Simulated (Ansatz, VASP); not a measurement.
**SiC4: VASP beside Ansatz**

```
CELL_PARAMETERS angstrom
3.11441 0.00000 0.00000
0.00000 3.11441 0.00000
0.00000 0.00000 3.96938
ATOMIC_POSITIONS crystal
Si 0.50000 0.50000 0.10156
C 0.00000 0.50000 0.78348
C 0.50000 0.00000 0.78348
C 0.00000 0.50000 0.41967
C 0.50000 0.00000 0.41967
```

Alike in both runs: functional PBE; k mesh 4 × 4 × 4; occupations gaussian, width 0.1 eV; no spin polarisation.

Ansatz relaxed the structure, and its values are those at the end. VASP's run is a single point on that final structure, the one shown.

```csv
,VASP,Ansatz
version,VASP 6.6.1,Ansatz 0.2.0
potentials or method,"VASP PAW PBE potentials, release 64 (Si, C_h), cutoff 910 eV","scalar-relativistic, plane waves, PAW"
valence electrons in the cell,20,20
```

```tsv
	VASP	Ansatz	Ansatz less VASP
gap on the k mesh at the Fermi level (eV)	none	none	-
rms of the force components (eV/Å)	0.017	0.015	-0.0024
```

A gap of «none» marks a metal or a gap that the smearing closes.

The k mesh is coarse, so the values compare programs but aren't converged. Noted on VASP's run: the cutoff is short for stress, so the pressure is rough.
